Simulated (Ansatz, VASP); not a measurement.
## Two plane-wave programs on BP

INCAR

```
SYSTEM = BP
PREC = Accurate
ENCUT = 520
EDIFF = 1E-6
ISMEAR = 0
SIGMA = 0.02
LREAL = .FALSE.
LASPH = .TRUE.
NELM = 60
ALGO = Normal
ISIF = 2
LWAVE = .FALSE.
LCHARG = .TRUE.
GGA = PE
LELF = .TRUE.
LVHAR = .TRUE.
NBANDS = 11
```

The input KPOINTS:

```
regular mesh
0
G
  10 10 10
  0 0 0
```

File POSCAR:

```
BP
1.0
    0.0000000000      2.2277276350      2.2277276350
    2.2277276350      0.0000000000      2.2277276350
    2.2277276350      2.2277276350      0.0000000000
B P
1 1
Direct
    0.0000000000      0.0000000000      0.0000000000
    0.2500000000      0.2500000000      0.2500000000
```

Input for Ansatz:

```yaml
crystal:
  lattice:
    - [0.0, 2.227727635, 2.227727635]
    - [2.227727635, 0.0, 2.227727635]
    - [2.227727635, 2.227727635, 0.0]
  atoms:
    - { symbol: B, position: [0.0, 0.0, 0.0] }
    - { symbol: P, position: [0.25, 0.25, 0.25] }
basis:
  ecutwfc: 420
kpoints:
  mp_grid: { grid: [10, 10, 10] }
hamiltonian:
  xc: pbe
scf:
  occupations: { method: gaussian, width: 0.02 }
output:
  forces: true
  stress: true
  eigenvalues: true
```

Alike in both runs: task single point; functional PBE; k mesh 10 × 10 × 10; occupations gaussian, width 0.02 eV; no spin polarisation.

|  | VASP | Ansatz |
| --- | --- | --- |
| version | VASP 6.6.1 | Ansatz 0.2.0 |
| potentials or method | VASP PAW PBE potentials, release 64 (B, P), cutoff 520 eV | scalar-relativistic, plane waves, PAW |
| valence electrons in the cell | 8 | 8 |

|  | VASP | Ansatz | Ansatz less VASP |
| --- | --- | --- | --- |
| gap on the k mesh at the Fermi level (eV) | 1.16 | 1.17 | +0.004 |
| least direct gap on the mesh (eV) | 3.49 | 3.49 | +0.004 |
| pressure (GPa) | 11.0 | 11.3 | +0.30 |
